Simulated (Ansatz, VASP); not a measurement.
One calculation of TiO2, two programs

```xyz
6
Lattice="4.6434 0.0000 0.0000 0.0000 4.6434 0.0000 0.0000 0.0000 2.9639" Properties=species:S:1:pos:R:3 pbc="T T T"
Ti    0.0000    0.0000    0.0582
Ti    2.3217    2.3217    1.5401
O     1.4167    1.4167   -0.0870
O     0.9050    3.7384    1.3949
O     3.2267    3.2267   -0.0870
O     3.7384    0.9050    1.3949
```

Change from the starting cell: mode 1 frozen in at -0.087 Å, equal normal strain along x, y and z +0.0000.

Alike in both runs: task single point; functional PBE; k mesh 6 × 6 × 10; occupations gaussian, width 0.05 eV; no spin polarisation.

|  | VASP | Ansatz |
| --- | --- | --- |
| version | VASP 6.6.1 | Ansatz 0.2.0 |
| potentials or method | VASP PAW PBE potentials, release 64 (Ti_sv, O), cutoff 520 eV | scalar-relativistic, plane waves, PAW |
| valence electrons in the cell | 48 | 48 |

|  | VASP | Ansatz | Ansatz less VASP |
| --- | --- | --- | --- |
| gap on the k mesh at the Fermi level (eV) | 2.12 | 2.15 | +0.027 |
| least direct gap on the mesh (eV) | 2.41 | 2.43 | +0.025 |
| pressure (GPa) | 3.5 | 2.9 | -0.64 |
| traceless stress, the component that is largest in VASP (GPa) | 1.21 | 0.96 | -0.245 |
| rms of the force components (eV/Å) | 0.164 | 0.134 | -0.0302 |

Atom by atom the forces differ by 0.031 eV/Å (rms over components).
